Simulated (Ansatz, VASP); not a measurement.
**One calculation of MgO5, two programs**

```
CELL_PARAMETERS angstrom
2.48543 1.43496 3.08573
-2.48543 1.43496 3.08573
0.00000 -2.86993 3.08573
ATOMIC_POSITIONS crystal
Mg 0.50000 0.50000 0.50000
O 0.44044 0.00000 0.55956
O 0.11410 0.11410 0.11410
O 0.55956 0.44044 0.00000
O 0.00000 0.55956 0.44044
O 0.88590 0.88590 0.88590
```

Change from the starting cell: species swapped into the CaMg5 type (R32, No. 155).

Alike in both runs: functional PBE; k mesh 6 × 6 × 6; occupations gaussian, width 0.1 eV; collinear spin.

Ansatz relaxed the structure, and its values are those at the end. VASP's run is a single point on that final structure, the one shown.

|  | VASP | Ansatz |
| --- | --- | --- |
| version | VASP 6.6.1 | Ansatz 0.2.0 |
| potentials or method | VASP PAW PBE potentials, release 64 (Mg, O), cutoff 520 eV | scalar-relativistic, plane waves, PAW |
| valence electrons in the cell | 32 | 40 |

Ansatz gave:

* gap on the k mesh at the Fermi level (eV): none
* pressure (GPa): 0.1
* rms of the force components (eV/Å): 0.002
* net moment per atom (μB): 1.33
* size of the moment on the site where the two differ most (μB): 1.73

Q: Which values does VASP return?

A: gap on the k mesh at the Fermi level (eV): none; pressure (GPa): -0.3; rms of the force components (eV/Å): 0.006; net moment per atom (μB): 1.33; size of the moment on the site where the two differ most (μB): 1.58.

Site moments also hang on the region over which each program counts them. A gap of «none» marks a metal or a gap that the smearing closes. The functional is the same, so the differences come from potentials, cutoffs and numerics. VASP's potentials hold 32 valence electrons a cell and Ansatz's 40, so a difference there can come from the potentials and not from the codes.
